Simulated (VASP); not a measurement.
# PtSe2 (P-3m1) in VASP: further runs, part 2 of 3

VASP 6.6.1. The steps go on from the part before.

## 4. Single point, PBE+D3(BJ) (c/a of the conventional cell at fixed volume 1.2785)

The input, INCAR:

```
SYSTEM = PtSe2
ALGO = Normal
EDIFF = 1E-7
ENCUT = 520
GGA = PE
ISIF = 2
ISMEAR = 0
IVDW = 12
LASPH = .True.
LCHARG = .True.
LELF = .True.
LREAL = .False.
LVHAR = .True.
LWAVE = .False.
NBANDS = 18
NELM = 100
PREC = Accurate
SIGMA = 0.15
```

The input, KPOINTS:

```
k-points
0
Gamma
  12 12 8
  0 0 0
```

The input, POSCAR:

```
PtSe2
1.0
    3.7715031150      0.0000000000      0.0000000000
   -1.8857515575      3.2662175080      0.0000000000
    0.0000000000      0.0000000000      4.8219239451
Pt Se
1 2
Direct
    0.0000000000      0.0000000000      0.0000000000
    0.3333333333      0.6666666667      0.3283590974
    0.6666666667      0.3333333333      0.6716409026
```

Potentials or basis: VASP PAW PBE potentials, release 64 (Pt, Se).

Started as:

```sh
$ cat potpaw_PBE.64/Pt/POTCAR potpaw_PBE.64/Se/POTCAR > POTCAR
$ mpirun -np 1 vasp_std > vasp.out
```

OUTCAR:

```text
SYSTEM = PtSe2
   EDIFF = 1E-7
   ENCUT = 520
   GGA = PE
   ISIF = 2
   ISMEAR = 0
   IVDW = 12
   LASPH = .True.
   LREAL = .False.
   NELM = 100
   PREC = Accurate
 IVDW          = 12

 ion  position               nearest neighbor table
   1  0.000  0.000  0.000-   2 2.69   3 2.69   2 2.69   3 2.69   3 2.69   2 2.69
   2  0.333  0.667  0.328-   1 2.69   1 2.69   1 2.69   3 2.74   3 2.74   3 2.74
   3  0.667  0.333  0.672-   1 2.69   1 2.69   1 2.69   2 2.74   2 2.74   2 2.74

  LATTYP: Found a hexagonal cell.
 ALAT       =     3.7715031150
 C/A-ratio  =     1.2785151697

  Lattice vectors:

 A1 = (   3.7715031150,   0.0000000000,   0.0000000000)
 A2 = (  -1.8857515575,   3.2662175080,   0.0000000000)
 A3 = (   0.0000000000,   0.0000000000,   4.8219239451)

Analysis of symmetry for initial positions (statically):
=====================================================================
 Subroutine PRICEL returns:
 Original cell was already a primitive cell.

 Routine SETGRP: Setting up the symmetry group for a
 hexagonal supercell.

[... 166 lines left out ...]
  energy without entropy =      -13.28103350  energy(sigma->0) =      -13.28728996

 E-fermi :   6.3826     XC(G=0): -10.9404

 val. band max:        6.3681267893   @ k =  -0.1667   0.4167   0.1250
 cond. band min:       6.3850233605   @ k =   0.0000   0.2500   0.3750
 fundamental gap:      0.0168965712
 Fermi energy:         6.3825931980

 k-point     1 :       0.0000    0.0000    0.0000
  band No.  band energies     occupation
      1      -9.3671      2.00000
      2      -5.3233      2.00000
      3       0.0383      2.00000
      4       1.7589      2.00000
      5       1.7589      2.00000
      6       3.7569      2.00000
[... 481 lines left out ...]
      5       2.0493      2.00000
      6       2.5313      2.00000
[... 10 lines left out ...]
     17      15.3116      0.00000
     18      15.6913      0.00000

 [... further k-points ...]

------------------------ aborting loop because EDIFF is reached ----------------------------------------

 Edisp (eV)   -1.47611

 E8    (eV) :    -0.6353

  FORCE on cell =-STRESS in cart. coord.  units (eV):
  Direction    XX          YY          ZZ          XY          YZ          ZX
  --------------------------------------------------------------------------------------
  -------------------------------------------------------------------------------------
  Total      -2.67660    -2.67660    -3.55825     0.00000     0.00000     0.00000
  in kB     -72.19613   -72.19613   -95.97695     0.00000     0.00000     0.00000
  external pressure =      -80.12 kB  Pullay stress =        0.00 kB

 VOLUME and BASIS-vectors are now :
 -----------------------------------------------------------------------------
  energy-cutoff  :      520.00
  volume of cell :       59.40
      direct lattice vectors                 reciprocal lattice vectors
     3.771503115  0.000000000  0.000000000     0.265146274  0.153082273  0.000000000
    -1.885751557  3.266217508  0.000000000     0.000000000  0.306164546  0.000000000
     0.000000000  0.000000000  4.821923945     0.000000000  0.000000000  0.207386100

 POSITION                                       TOTAL-FORCE (eV/Angst)
 -----------------------------------------------------------------------------------
      0.00000      0.00000      0.00000        -0.000000      0.000000      0.000000
     -0.00000      2.17748      1.58332        -0.000000      0.000000     -2.771196
      1.88575      1.08874      3.23860         0.000000     -0.000000      2.771196
 -----------------------------------------------------------------------------------
    total drift:                                0.000000     -0.000000      0.000000

  FREE ENERGIE OF THE ION-ELECTRON SYSTEM (eV)
  ---------------------------------------------------
  free  energy   TOTEN  =       -14.7696610199 eV

  energy  without entropy=      -14.7571481026  energy(sigma->0) =      -14.76340456
```

OSZICAR:

```text
N       E                     dE             d eps       ncg     rms          rms(c)
DAV:   1     0.107541285926E+03    0.10754E+03   -0.10082E+04  4756   0.108E+03
DAV:   2    -0.841586255018E+01   -0.11596E+03   -0.11213E+03  5874   0.209E+02
DAV:   3    -0.136295791611E+02   -0.52137E+01   -0.51509E+01  5692   0.435E+01
DAV:   4    -0.136698863119E+02   -0.40307E-01   -0.40276E-01  5630   0.418E+00
DAV:   5    -0.136702432231E+02   -0.35691E-03   -0.35690E-03  5392   0.396E-01    0.914E+00
DAV:   6    -0.135104422450E+02    0.15980E+00   -0.31282E+00  4954   0.130E+01    0.655E+00
DAV:   7    -0.133004716369E+02    0.20997E+00   -0.69879E-01  4828   0.734E+00    0.334E+00
DAV:   8    -0.132948253991E+02    0.56462E-02   -0.60601E-02  5282   0.155E+00    0.657E-01
DAV:   9    -0.132936001493E+02    0.12252E-02   -0.58651E-03  5056   0.632E-01    0.207E-01
DAV:  10    -0.132935283821E+02    0.71767E-04   -0.12495E-03  5214   0.221E-01    0.289E-02
DAV:  11    -0.132935413296E+02   -0.12947E-04   -0.77474E-05  5538   0.616E-02    0.182E-02
DAV:  12    -0.132935460267E+02   -0.46971E-05   -0.83255E-06  5292   0.203E-02    0.711E-03
DAV:  13    -0.132935464955E+02   -0.46888E-06   -0.21586E-06  5358   0.123E-02    0.175E-03
DAV:  14    -0.132935464149E+02    0.80674E-07   -0.11823E-07  4354   0.241E-03
   1 F= -.14769661E+02 E0= -.14763405E+02  d E =-.125129E-01
```

stdout:

```text
POSCAR found type information on POSCAR PtSe
 POSCAR found :  2 types and       3 ions
 scaLAPACK will be used
 LDA part: xc-table for (Slater+PW92), standard interpolation
 POSCAR, INCAR and KPOINTS ok, starting setup
 FFT: planning ... GRIDC
 FFT: planning ... GRID_SOFT
 FFT: planning ... GRID
 WAVECAR not read
 entering main loop
```

Run time: 1.7 min. Hardware: 1 thread of AMD EPYC 7R43 (Zen 3), shared host; peak memory 0.25 GiB.

Results:

* Free energy: -14.7697 eV
* Pressure: -8.0 GPa
* Largest force: 2.771 eV/Å
* Band gap on the k mesh: zero (band 11 reaches 6.53 eV, above the bottom of band 12 at 5.77 eV)
* Dispersion energy per atom: -0.492 eV

Forces in eV/Å, atoms in the order of the input:
```
Pt   0.000  0.000  0.000
Se   0.000  0.000 -2.771
Se   0.000  0.000  2.771
```

Stress tensor (GPa, compression positive):
```
-7.22  0.00  0.00
 0.00 -7.22  0.00
 0.00  0.00 -9.60
```

Caveat: spin-orbit coupling is left out, which moves the levels of the heavy elements; pairwise dispersion overbinds metals, which lowers pressure and volume; forces of over 1 eV/Å act on the atoms, so gaps and moduli don't describe the material at rest.

## 5. Single point, PBE+D3(BJ) (c/a of the conventional cell at fixed volume 1.3808)

The input, INCAR:

```
SYSTEM = PtSe2
ALGO     = Normal         ! electronic algorithm
EDIFF    = 1E-6           ! SCF threshold, eV
ENCUT    = 520            ! plane-wave cutoff, eV
GGA      = PE             ! functional
ISIF     = 2              ! what is computed and relaxed
ISMEAR   = 0              ! smearing method
IVDW     = 12             ! dispersion correction
LASPH    = .TRUE.         ! aspherical terms in the spheres
LCHARG   = .TRUE.         ! write CHGCAR
LELF     = .TRUE.         ! ELF
LREAL    = .FALSE.        ! projectors in reciprocal space
LVHAR    = .TRUE.       
LWAVE    = .FALSE.        ! write WAVECAR
NBANDS   = 18             ! bands
NELM     = 80             ! most SCF steps
PREC     = Accurate       ! precision mode
SIGMA    = 0.15           ! smearing width, eV
```

The input, KPOINTS:

```
k-points
0
G
  12 12 8
  0 0 0
```

The input, POSCAR:

```
PtSe2
1.0
    3.6759774598      0.0000000000      0.0000000000
   -1.8379887299      3.1834898639      0.0000000000
    0.0000000000      0.0000000000      5.0757896765
Pt Se
1 2
Direct
    0.0000000000      0.0000000000      0.0000000000
    0.3333333333      0.6666666667      0.3283590974
    0.6666666667      0.3333333333      0.6716409026
```

Potentials or basis: VASP PAW PBE potentials, release 64 (Pt, Se).

Started as:

```sh
$ cat potpaw_PBE.64/Pt/POTCAR potpaw_PBE.64/Se/POTCAR > POTCAR
$ mpirun -np 1 vasp_std > vasp.out
```

OUTCAR:

```text
SYSTEM = PtSe2
   EDIFF = 1E-6
   ENCUT = 520
   GGA = PE
   ISIF = 2
   ISMEAR = 0
   IVDW = 12
   LASPH = .TRUE.
   LREAL = .FALSE.
   NELM = 80
   PREC = Accurate
 IVDW          = 12

 ion  position               nearest neighbor table
   1  0.000  0.000  0.000-   2 2.70   3 2.70   2 2.70   3 2.70   3 2.70   2 2.70
   2  0.333  0.667  0.328-   1 2.70   1 2.70   1 2.70   3 2.75   3 2.75   3 2.75
   3  0.667  0.333  0.672-   1 2.70   1 2.70   1 2.70   2 2.75   2 2.75   2 2.75

[... 700 lines left out ...]

 Edisp (eV)   -1.47512

 E8    (eV) :    -0.6345

  FORCE on cell =-STRESS in cart. coord.  units (eV):
  Direction    XX          YY          ZZ          XY          YZ          ZX
  --------------------------------------------------------------------------------------
  -------------------------------------------------------------------------------------
  Total      -1.98794    -1.98794    -4.58196     0.00000    -0.00000    -0.00000
  in kB     -53.62091   -53.62091  -123.58961     0.00000    -0.00000    -0.00000
  external pressure =      -76.94 kB  Pullay stress =        0.00 kB

 VOLUME and BASIS-vectors are now :
 -----------------------------------------------------------------------------
  energy-cutoff  :      520.00
  volume of cell :       59.40
      direct lattice vectors                 reciprocal lattice vectors
     3.675977460  0.000000000  0.000000000     0.272036489  0.157060340  0.000000000
    -1.837988730  3.183489864  0.000000000     0.000000000  0.314120680  0.000000000
     0.000000000  0.000000000  5.075789677     0.000000000  0.000000000  0.197013679

 POSITION                                       TOTAL-FORCE (eV/Angst)
 -----------------------------------------------------------------------------------
      0.00000      0.00000      0.00000         0.000000      0.000000      0.000000
     -0.00000      2.12233      1.66668         0.000000     -0.000000     -2.554548
      1.83799      1.06116      3.40911        -0.000000      0.000000      2.554548
 -----------------------------------------------------------------------------------
    total drift:                                0.000000     -0.000000      0.000000

  FREE ENERGIE OF THE ION-ELECTRON SYSTEM (eV)
  ---------------------------------------------------
  free  energy   TOTEN  =       -14.6797799816 eV

  energy  without entropy=      -14.6635014817  energy(sigma->0) =      -14.67164073
```

OSZICAR:

```text
N       E                     dE             d eps       ncg     rms          rms(c)
DAV:   1     0.107135703197E+03    0.10714E+03   -0.10136E+04  4796   0.108E+03
DAV:   2    -0.853860959077E+01   -0.11567E+03   -0.11180E+03  5896   0.209E+02
DAV:   3    -0.135146956148E+02   -0.49761E+01   -0.49159E+01  5608   0.427E+01
DAV:   4    -0.135525272886E+02   -0.37832E-01   -0.37808E-01  5648   0.410E+00
DAV:   5    -0.135528644892E+02   -0.33720E-03   -0.33719E-03  5396   0.385E-01    0.924E+00
DAV:   6    -0.134090178537E+02    0.14385E+00   -0.28207E+00  4946   0.125E+01    0.661E+00
DAV:   7    -0.132113424472E+02    0.19768E+00   -0.63156E-01  4802   0.722E+00    0.344E+00
DAV:   8    -0.132061080277E+02    0.52344E-02   -0.58845E-02  5358   0.152E+00    0.647E-01
DAV:   9    -0.132047428200E+02    0.13652E-02   -0.67315E-03  4988   0.691E-01    0.182E-01
DAV:  10    -0.132046409846E+02    0.10184E-03   -0.14001E-03  5292   0.251E-01    0.330E-02
DAV:  11    -0.132046514327E+02   -0.10448E-04   -0.76055E-05  5598   0.675E-02    0.164E-02
DAV:  12    -0.132046555148E+02   -0.40821E-05   -0.11771E-05  5108   0.253E-02    0.726E-03
DAV:  13    -0.132046557240E+02   -0.20919E-06   -0.24075E-06  4280   0.138E-02
   1 F= -.14679780E+02 E0= -.14671641E+02  d E =-.162785E-01
```

stdout:

```text
POSCAR found type information on POSCAR PtSe
 POSCAR found :  2 types and       3 ions
 scaLAPACK will be used
 LDA part: xc-table for (Slater+PW92), standard interpolation
 POSCAR, INCAR and KPOINTS ok, starting setup
 FFT: planning ... GRIDC
 FFT: planning ... GRID_SOFT
 FFT: planning ... GRID
 WAVECAR not read
 entering main loop
```

Wall time 1.7 min (1 thread of AMD EPYC 7R43 (Zen 3), shared host); peak memory 0.26 GiB.

What came out:

| Property | Result |
| --- | --- |
| Free energy | -14.6798 eV |
| Pressure | -7.7 GPa |
| Largest force | 2.555 eV/Å |
| Band gap on the k mesh | zero (band 11 reaches 6.70 eV, above the bottom of band 12 at 5.79 eV) |
| Dispersion energy per atom | -0.492 eV |

Forces on the atoms (eV/Å):
```
Pt   0.000  0.000  0.000
Se   0.000  0.000 -2.555
Se   0.000  0.000  2.555
```

Levels at points of the mesh, in eV from the Fermi level:
| k point | band 8 | band 9 | band 10 | band 11 | band 12 | band 13 | band 14 | band 15 |
| --- | --- | --- | --- | --- | --- | --- | --- | --- |
| (0.00, 0.00, 0.00) | -2.49 | -0.33 | -0.33 | -0.19 | -0.19 | -0.04 | 3.49 | 5.29 |
| (0.50, 0.00, 0.00) | -2.98 | -2.31 | -1.90 | -1.51 | 0.06 | 2.52 | 4.92 | 5.90 |
| (0.00, 0.00, 0.50) | -2.68 | -2.11 | -2.11 | -1.97 | 1.95 | 1.95 | 5.54 | 5.62 |
| (0.50, 0.00, 0.50) | -1.91 | -1.55 | -0.98 | -0.68 | -0.67 | 1.61 | 4.64 | 4.96 |

Caveat: spin-orbit coupling is left out, which moves the levels of the heavy elements; pairwise dispersion overbinds metals, which lowers pressure and volume; forces of over 1 eV/Å act on the atoms, so gaps and moduli don't describe the material at rest.

(Continued in part 3 of 3.)
